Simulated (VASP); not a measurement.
Here is a VASP 6.6.1 calculation.

INCAR

```
SYSTEM = Al2Cu
  PREC = Accurate
  ENCUT = 520
  EDIFF = 1E-7
  ISMEAR = -1
  SIGMA = 0.05
  LREAL = .FALSE.
  LASPH = .TRUE.
  NELM = 60
  ALGO = Normal
  ISIF = 2
  LWAVE = .FALSE.
  LCHARG = .TRUE.
  GGA = CA
  LELF = .TRUE.
  LVHAR = .TRUE.
  NBANDS = 26
```

Contents of KPOINTS:

```
regular mesh
0
G
  7 7 7
  0 0 0
```

Contents of POSCAR:

```
Al2Cu
1.0
   -3.0335000000      3.0335000000      2.4385000000
    3.0335000000     -3.0335000000      2.4385000000
    3.0335000000      3.0335000000     -2.4385000000
Cu Al
2 4
Direct
    0.2500000000      0.2500000000      0.0000000000
    0.7500000000      0.7500000000      0.0000000000
    0.3419000000      0.1581000000      0.5000000000
    0.8419000000      0.3419000000      0.1838000000
    0.6581000000      0.8419000000      0.5000000000
    0.1581000000      0.6581000000      0.8162000000
```

Potentials or basis: VASP PAW LDA potentials, release 64 (Cu, Al).

Run with:

```sh
$ cat potpaw_LDA.64/Cu/POTCAR potpaw_LDA.64/Al/POTCAR > POTCAR
$ mpirun -np 1 vasp_std > vasp.out
```

Predict the band gap on the k mesh.

zero (bands 17 and 18 overlap by 3.70 eV).

What does it give for the pressure?

-6.1 GPa.

Stress tensor (GPa, compression positive):
```
-6.18  0.00  0.00
 0.00 -6.18  0.00
 0.00  0.00 -6.01
```

Caveat: the cell stands under tension.
